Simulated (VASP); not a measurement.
# SnO2 (Cassiterite) (P4_2/mnm) in VASP: notebook, part 2 of 2

VASP 6.6.1. Earlier steps stand in the parts before.

### Step 4. Single point, r2SCAN (volume scaled by 1.06, then relaxed in part)

Input file POSCAR:

```
SnO2
1.0
    4.8782073298      0.0000000000      0.0000000000
    0.0000000000      4.8782073298      0.0000000000
    0.0000000000      0.0000000000      3.2303468134
Sn O
2 4
Direct
    0.0000000000      0.0000000000      0.0000000000
    0.5000000000      0.5000000000      0.5000000000
    0.3074012395      0.3074012395      0.0000000000
    0.1925987605      0.8074012395      0.5000000000
    0.6925987605      0.6925987605      0.0000000000
    0.8074012395      0.1925987605      0.5000000000
```

Input file INCAR.step1:

```
PREC = Accurate
ENCUT = 520
ISMEAR = 0
SIGMA = 0.02
LREAL = F
LASPH = T
NELM = 100
NBANDS = 35
GGA = PE
ALGO = Normal
EDIFF = 1E-4
LWAVE = T
LCHARG = F
```

Input file INCAR.step2:

```
PREC = Accurate
ENCUT = 520
EDIFF = 1E-6
ISMEAR = 0
SIGMA = 0.02
LREAL = F
LASPH = T
NELM = 100
ALGO = Normal
ISIF = 2
LWAVE = F
LCHARG = T
METAGGA = R2SCAN
LMIXTAU = T
LELF = T
LVHAR = T
NBANDS = 35
ISTART = 1
```

Input file KPOINTS:

```
Automatic mesh
0
Gamma
  6 6 8
```

Potentials or basis: VASP PAW PBE potentials, release 64 (Sn_d, O).

Launch:

```
$ cat potpaw_PBE.64/Sn_d/POTCAR potpaw_PBE.64/O/POTCAR > POTCAR
$ cp INCAR.step1 INCAR
$ mpirun -np 1 vasp_std > vasp.out
$ cp INCAR.step2 INCAR
$ mpirun -np 1 vasp_std > vasp.out
```

OUTCAR:

```text
PREC = Accurate
   ENCUT = 520
   EDIFF = 1E-6
   ISMEAR = 0
   LREAL = F
   LASPH = T
   NELM = 100
   ISIF = 2
   METAGGA = R2SCAN
   ISTART = 1

 ion  position               nearest neighbor table
   1  0.000  0.000  0.000-   4 2.09   6 2.09   4 2.09   6 2.09   5 2.12   3 2.12
   2  0.500  0.500  0.500-   3 2.09   5 2.09   3 2.09   5 2.09   4 2.12   6 2.12
   3  0.307  0.307  0.000-   2 2.09   2 2.09   1 2.12
   4  0.193  0.807  0.500-   1 2.09   1 2.09   2 2.12
   5  0.693  0.693  0.000-   2 2.09   2 2.09   1 2.12
   6  0.807  0.193  0.500-   1 2.09   1 2.09   2 2.12

  LATTYP: Found a simple tetragonal cell.
 ALAT       =     4.8782073298
 C/A-ratio  =     0.6621995735

  Lattice vectors:

 A1 = (   4.8782073298,   0.0000000000,   0.0000000000)
 A2 = (   0.0000000000,   4.8782073298,   0.0000000000)
 A3 = (   0.0000000000,   0.0000000000,   3.2303468134)

Analysis of symmetry for initial positions (statically):
=====================================================================
 Subroutine PRICEL returns:
 Original cell was already a primitive cell.

 Routine SETGRP: Setting up the symmetry group for a
 simple tetragonal supercell.

 Subroutine GETGRP returns: Found 16 space group operations
 (whereof  8 operations were pure point group operations)
 out of a pool of 16 trial point group operations.

The static configuration has the point symmetry D_2h.
 The point group associated with its full space group is D_4h.

Analysis of symmetry for dynamics (positions and initial velocities):
=====================================================================
 Subroutine PRICEL returns:
 Original cell was already a primitive cell.

 Routine SETGRP: Setting up the symmetry group for a
 simple tetragonal supercell.

 Subroutine GETGRP returns: Found 16 space group operations
 (whereof  8 operations were pure point group operations)
 out of a pool of 16 trial point group operations.

The dynamic configuration has the point symmetry D_2h.
 The point group associated with its full space group is D_4h.

 Subroutine INISYM returns: Found 16 space group operations
 (whereof  8 operations are pure point group operations),
 and found     1 'primitive' translations

----------------------------------------------------------------------------------------

                                     Primitive cell

  volume of cell :      76.8723

  direct lattice vectors                    reciprocal lattice vectors
     4.878207330  0.000000000  0.000000000     0.204993337  0.000000000  0.000000000
     0.000000000  4.878207330  0.000000000     0.000000000  0.204993337  0.000000000
     0.000000000  0.000000000  3.230346813     0.000000000  0.000000000  0.309564285

  length of vectors
     4.878207330  4.878207330  3.230346813     0.204993337  0.204993337  0.309564285

  position of ions in fractional coordinates (direct lattice)
     0.000000000  0.000000000  0.000000000
     0.500000000  0.500000000  0.500000000
     0.307401240  0.307401240  0.000000000
     0.192598760  0.807401240  0.500000000
     0.692598760  0.692598760  0.000000000
     0.807401240  0.192598760  0.500000000

  ion indices of the primitive-cell ions
[... 24 lines left out ...]
     0.034165556  0.034165556  0.038695536

  Shift w.r.t. Gamma in fractional coordinates (k-lattice)
     0.000000000  0.000000000  0.000000000

 Subroutine IBZKPT returns following result:
 ===========================================

 Found     50 irreducible k-points:

 Following reciprocal coordinates:
            Coordinates               Weight
  0.000000  0.000000  0.000000      1.000000
  0.166667  0.000000  0.000000      4.000000
  0.333333  0.000000  0.000000      4.000000
  0.500000  0.000000  0.000000      2.000000
  0.166667  0.166667  0.000000      4.000000
  0.333333  0.166667  0.000000      8.000000
[... 16 lines left out ...]
  0.333333  0.000000  0.250000      8.000000
  0.500000  0.000000  0.250000      4.000000
 [... further k-points ...]
   k-points           NKPTS =     50   k-points in BZ     NKDIM =     50   number of bands    NBANDS=     35
   number of dos      NEDOS =    301   number of ions     NIONS =      6
   total plane-waves  NPLWV =  31104
   dimension x,y,z NGX =    36 NGY =   36 NGZ =   24
   dimension x,y,z NGXF=    72 NGYF=   72 NGZF=   48
   ions per type =               2   4
   NGX,Y,Z   is equivalent  to a cutoff of  12.27, 12.27, 12.35 a.u.
   NGXF,Y,Z  is equivalent  to a cutoff of  24.54, 24.54, 24.70 a.u.
 SYSTEM =  unknown system
   PREC   = accura    normal or accurate (medium, high low for compatibility)
   ISTART =      1    job   : 0-new  1-cont  2-samecut
   ICHARG =      0    charge: 1-file 2-atom 10-const
   ISPIN  =      1    spin polarized calculation?
   LNONCOLLINEAR =      F non collinear calculations
   LSORBIT =      F    spin-orbit coupling
   LASPH  =      T    aspherical Exc in radial PAW
   ENCUT  =  520.0 eV  38.22 Ry    6.18 a.u.   9.07  9.07  6.01*2*pi/ulx,y,z
   NELM   =    100;   NELMIN=  2; NELMDL=  0     # of ELM steps
   EDIFF  = 0.1E-05   stopping-criterion for ELM
   LREAL  =      F    real-space projection
   EDIFFG = 0.1E-04   stopping-criterion for IOM
   NSW    =      0    number of steps for IOM
   IBRION =     -1    ionic relax: 0-MD 1-quasi-New 2-CG
   NFREE  =      0    steps in history (QN), initial steepest desc. (CG)
   ISIF   =      2    stress and relaxation
   ISYM   =      2    0-nonsym 1-usesym 2-fastsym
   POTIM  = 0.5000    time-step for ionic-motion
   TEBEG  =    0.0;   TEEND  =   0.0 temperature during run
   PSTRESS=    0.0 pullay stress
   NELECT =      52.0000    total number of electrons
   NUPDOWN=      -1.0000    fix difference up-down
   EMIN   =  10.00;   EMAX   =-10.00  energy-range for DOS
   EFERMI =   0.00;   METHOD = LEGACY
   ISMEAR =     0;   SIGMA  =   0.02  broadening in eV -4-tet -1-fermi 0-gaus
   EFERMI_NEDOS =   21; number of points for ismear=-14 and -15
   IALGO  =     38    algorithm
   IMIX   =      4    mixing-type and parameters
     AMIX     =   0.40;   BMIX     =  1.00
     AMIX_MAG =   1.60;   BMIX_MAG =  1.00
  volume/ion in A,a.u.               =      12.81        86.46
  Fermi-wavevector in a.u.,A,eV,Ry     =   1.437097  2.715719 28.099399  2.065248
  Thomas-Fermi vector in A             =   2.556212
   LORBIT       =      0    0 simple, 1 ext, 2 COOP (PROOUT), +10 PAW based schemes
   METAGGA = R2SCAN    functional components
   LHFCALC =     F    Hartree Fock is set to
   AEXX    =    0.0000 exact exchange contribution
   IVDW    =     0    specifies the selected vdW correction
   LEPSILON=     F    determine dielectric tensor
   LRPA    =     F    only Hartree local field effects (RPA)
 non-spin polarized calculation
 Gauss-broadening in eV      SIGMA  =   0.02
  energy-cutoff  :      520.00
  volume of cell :       76.87
 maximum number of plane-waves:      2100
   NGX = 19   NGY = 19   NGZ = 13

 number of electron      51.9999988 magnetization

 Free energy of the ion-electron system (eV)
  ---------------------------------------------------
  ext. energy  EPLUGINS =         0.00000000
  ---------------------------------------------------
  free energy    TOTEN  =       -84.51383109 eV

  energy without entropy =      -84.51383109  energy(sigma->0) =      -84.51383109

 E-fermi :   4.9816     XC(G=0): -11.6310

 val. band max:        4.8882255159   @ k =   0.0000   0.0000   0.0000
 cond. band min:       6.0945078945   @ k =   0.0000   0.0000   0.0000
 fundamental gap:      1.2062823786
 Fermi energy:         4.9816302817

 k-point     1 :       0.0000    0.0000    0.0000
  band No.  band energies     occupation
      1     -16.7602      2.00000
      2     -16.0264      2.00000
      3     -15.7755      2.00000
      4     -15.7755      2.00000
      5     -15.7565      2.00000
      6     -15.6789      2.00000
[... 901 lines left out ...]
     34      17.7305      0.00000
     35      17.8730      0.00000

 [... further k-points ...]
[... 5 lines left out ...]
  --------------------------------------------------------------------------------------
  -------------------------------------------------------------------------------------
  Total       -4.5217590     -4.5217590     -4.2393657      0.0000000      0.0000000      0.0000000
  in kB      -94.2428334    -94.2428334    -88.3571712      0.0000000      0.0000000      0.0000000
  external PRESSURE =     -92.2809460 kB  Pullay stress =       0.0000000 kB

 VOLUME and BASIS-vectors are now :
 -----------------------------------------------------------------------------
  energy-cutoff  :      520.00
  volume of cell :       76.87
      direct lattice vectors                 reciprocal lattice vectors
     4.878207330  0.000000000  0.000000000     0.204993337  0.000000000  0.000000000
     0.000000000  4.878207330  0.000000000     0.000000000  0.204993337  0.000000000
     0.000000000  0.000000000  3.230346813     0.000000000  0.000000000  0.309564285

 POSITION                                       TOTAL-FORCE (eV/Angst)
 -----------------------------------------------------------------------------------
      0.00000      0.00000      0.00000         0.000000      0.000000      0.000000
      2.43910      2.43910      1.61517         0.000000      0.000000      0.000000
      1.49957      1.49957      0.00000        -0.025856     -0.025856      0.000000
      0.93954      3.93867      1.61517         0.025856     -0.025856      0.000000
      3.37864      3.37864      0.00000         0.025856      0.025856     -0.000000
      3.93867      0.93954      1.61517        -0.025856      0.025856     -0.000000
 -----------------------------------------------------------------------------------
    total drift:                                0.000000      0.000000      0.000000

  FREE ENERGIE OF THE ION-ELECTRON SYSTEM (eV)
  ---------------------------------------------------
  free  energy   TOTEN  =       -84.5138310924 eV

  energy  without entropy=      -84.5138310924  energy(sigma->0) =      -84.51383109
```

Run time: 2.3 min. Hardware: 1 thread of Intel Xeon 6975P-C (Granite Rapids), shared host; peak memory 0.25 GiB.

What came out:

```yaml
Free_energy: -84.5138 eV
Pressure: -9.2 GPa
Largest_force: 0.037 eV/Å
Band_gap_on_the_k_mesh: 1.21 eV, direct
```

Forces on the atoms (eV/Å):
```
Sn   0.000  0.000  0.000
Sn   0.000  0.000  0.000
O   -0.026 -0.026  0.000
O    0.026 -0.026  0.000
O    0.026  0.026  0.000
O   -0.026  0.026  0.000
```

Stress tensor (GPa, compression positive):
```
-9.42  0.00  0.00
 0.00 -9.42  0.00
 0.00  0.00 -8.84
```

Caveat: the PAW data sets were made with another functional, which shifts forces and pressure a little; spin-orbit coupling is left out, which moves the levels of the heavy elements.

### Step 5. Single point, r2SCAN (volume scaled by 0.97, then relaxed in part)

Input file POSCAR:

```
SnO2
1.0
    4.7013426618      0.0000000000      0.0000000000
    0.0000000000      4.7013426618      0.0000000000
    0.0000000000      0.0000000000      3.1826707759
Sn O
2 4
Direct
    0.0000000000      0.0000000000      0.0000000000
    0.5000000000      0.5000000000      0.5000000000
    0.3054389507      0.3054389507      0.0000000000
    0.1945610493      0.8054389507      0.5000000000
    0.6945610493      0.6945610493      0.0000000000
    0.8054389507      0.1945610493      0.5000000000
```

Input file INCAR.step1:

```
SYSTEM = SnO2
PREC = Accurate
ENCUT = 520
ISMEAR = 0
SIGMA = 0.02
LREAL = .False.
LASPH = .True.
NELM = 100
NBANDS = 35
GGA = PE
ALGO = Normal
EDIFF = 1E-4
LWAVE = .True.
LCHARG = .False.
```

Input file INCAR.step2:

```
SYSTEM = SnO2
PREC = Accurate
ENCUT = 520
EDIFF = 1E-7
ISMEAR = 0
SIGMA = 0.02
LREAL = .False.
LASPH = .True.
NELM = 100
ALGO = Normal
ISIF = 2
LWAVE = .False.
LCHARG = .False.
METAGGA = R2SCAN
LMIXTAU = .True.
NBANDS = 35
ISTART = 1
```

Input file KPOINTS:

```
Automatic mesh
0
Gamma
  6 6 8
  0 0 0
```

Launch:

```
$ cat potpaw_PBE.64/Sn_d/POTCAR potpaw_PBE.64/O/POTCAR > POTCAR
$ cp INCAR.step1 INCAR
$ mpirun -np 1 vasp_std > vasp.out
$ cp INCAR.step2 INCAR
$ mpirun -np 1 vasp_std > vasp.out
```

Wall time 3.4 min (1 thread of Intel Xeon 6975P-C (Granite Rapids), shared host); peak memory 0.24 GiB.

The run converged. Its results:

```
Free energy            : -84.5670 eV
Pressure               : 7.9 GPa
Largest force          : 0.023 eV/Å
Band gap on the k mesh : 2.14 eV, direct
```

Forces in eV/Å, atoms in the order of the input:
```
Sn   0.000  0.000  0.000
Sn   0.000  0.000  0.000
O   -0.016 -0.016  0.000
O    0.016 -0.016  0.000
O    0.016  0.016  0.000
O   -0.016  0.016  0.000
```

Stress tensor (GPa, compression positive):
```
7.75 0.00 0.00
0.00 7.75 0.00
0.00 0.00 8.27
```

Levels at points of the mesh, in eV from the valence-band top:
| k point | band 23 | band 24 | band 25 | band 26 | band 27 | band 28 | band 29 | band 30 |
| --- | --- | --- | --- | --- | --- | --- | --- | --- |
| (0.00, 0.00, 0.00) | -1.22 | -0.80 | -0.80 | 0.00 | 2.14 | 7.06 | 7.18 | 7.18 |
| (0.50, 0.00, 0.00) | -1.17 | -1.17 | -0.63 | -0.63 | 5.35 | 5.35 | 7.95 | 7.95 |
| (0.50, 0.50, 0.00) | -1.31 | -1.31 | -0.94 | -0.94 | 5.80 | 5.80 | 8.43 | 8.43 |
| (0.00, 0.00, 0.50) | -1.75 | -1.75 | -1.31 | -1.31 | 7.24 | 7.24 | 10.78 | 10.78 |
| (0.50, 0.00, 0.50) | -1.16 | -1.16 | -0.64 | -0.64 | 7.54 | 7.54 | 9.16 | 9.16 |
| (0.50, 0.50, 0.50) | -0.97 | -0.97 | -0.88 | -0.88 | 5.84 | 5.84 | 9.83 | 9.83 |

Caveat: the PAW data sets were made with another functional, which shifts forces and pressure a little; spin-orbit coupling is left out, which moves the levels of the heavy elements.

### Step 6. Overview

```csv
cell,gap on the mesh (eV),pressure (GPa),largest force (eV/Å)
"a = 4.760, b = 4.760, c = 3.201 Å, 6 atoms",1.79,1.1,0.03
"a = 4.878, b = 4.878, c = 3.230 Å, 6 atoms",1.21,-9.2,0.04
"a = 4.701, b = 4.701, c = 3.183 Å, 6 atoms",2.14,7.9,0.02
```

Alike in all rows: task single point; level r2SCAN; potentials or basis VASP PAW PBE potentials, release 64 (Sn_d, O); no spin polarisation; k mesh 6 × 6 × 8; cutoff (eV) 520; smearing gaussian 0.02 eV.

Caveats: the PAW data sets were made with another functional, which shifts forces and pressure a little; spin-orbit coupling is left out, which moves the levels of the heavy elements.

Total energies depend on the potentials used, so only differences within one code and one set of settings carry meaning.
